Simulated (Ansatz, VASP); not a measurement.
## One calculation of SbPt, two programs

File INCAR:

```
SYSTEM = SbPt
PREC = Accurate ; ENCUT = 520
EDIFF = 1E-7 ; ISMEAR = -1
SIGMA = 0.08 ; LREAL = .False.
LASPH = .True. ; NELM = 100
ALGO = Normal ; ISIF = 2
LWAVE = .False. ; LCHARG = .True.
GGA = CA ; LELF = .True.
LVHAR = .True. ; NBANDS = 23
```

The input KPOINTS:

```
regular mesh
0
Gamma
  11 11 8
  0 0 0
```

Contents of POSCAR:

```
SbPt
1.0
    4.1573496470      0.0000000000      0.0000000000
   -2.0786748235      3.6003704067      0.0000000000
    0.0000000000      0.0000000000      5.5082394667
Sb Pt
2 2
Direct
    0.3333333333      0.6666666667      0.2500000000
    0.6666666667      0.3333333333      0.7500000000
    0.0000000000      0.0000000000      0.0000000000
    0.0000000000      0.0000000000      0.5000000000
```

Input for Ansatz:

```yaml
crystal:
  lattice:
    - [4.157349647, 0.0, 0.0]
    - [-2.0786748235, 3.6003704067, 0.0]
    - [0.0, 0.0, 5.5082394667]
  atoms:
    - { symbol: Sb, position: [0.3333333333, 0.6666666667, 0.25] }
    - { symbol: Sb, position: [0.6666666667, 0.3333333333, 0.75] }
    - { symbol: Pt, position: [0.0, 0.0, 0.0] }
    - { symbol: Pt, position: [0.0, 0.0, 0.5] }
kpoints:
  mp_grid: { grid: [11, 11, 8] }
  band_path:
    path:
      - [0.0, 0.0, 0.0]
      - [0.5, 0.0, 0.0]
      - [0.3333333333, 0.3333333333, 0.0]
      - [0.0, 0.0, 0.0]
      - [0.0, 0.0, 0.5]
      - [0.5, 0.0, 0.5]
      - [0.3333333333, 0.3333333333, 0.5]
      - [0.0, 0.0, 0.5]
      - [0.5, 0.0, 0.5]
    npoints: 5
scf:
  occupations: { method: fermi_dirac, width: 0.08 }
hamiltonian:
  xc: lda
  pseudopotentials: { kind: all_electron, lapw: { basis_error: 0.0005 } }
output:
  forces: true
  stress: true
  eigenvalues: true
```

Change from the starting cell: volume scaled by 1.02.

Alike in both runs: task single point; functional LDA; k mesh 11 × 11 × 8; occupations fermi-dirac, width 0.08 eV; no spin polarisation.

|  | VASP | Ansatz |
| --- | --- | --- |
| version | VASP 6.6.1 | Ansatz 0.2.0 |
| potentials or method | VASP PAW LDA potentials, release 64 (Sb, Pt), cutoff 520 eV | all-electron LAPW, scalar-relativistic |

```csv
,VASP,Ansatz,Ansatz less VASP
pressure (GPa),-2.7,-2.9,-0.20
"traceless stress, the component that is largest in VASP (GPa)",-0.99,-1.12,-0.129
```

LDA's correlation is that of Perdew and Zunger in VASP and of Perdew and Wang (1992) in Ansatz. Ansatz ran all-electron here, and VASP with PAW potentials.

Neither program's run includes spin-orbit coupling.
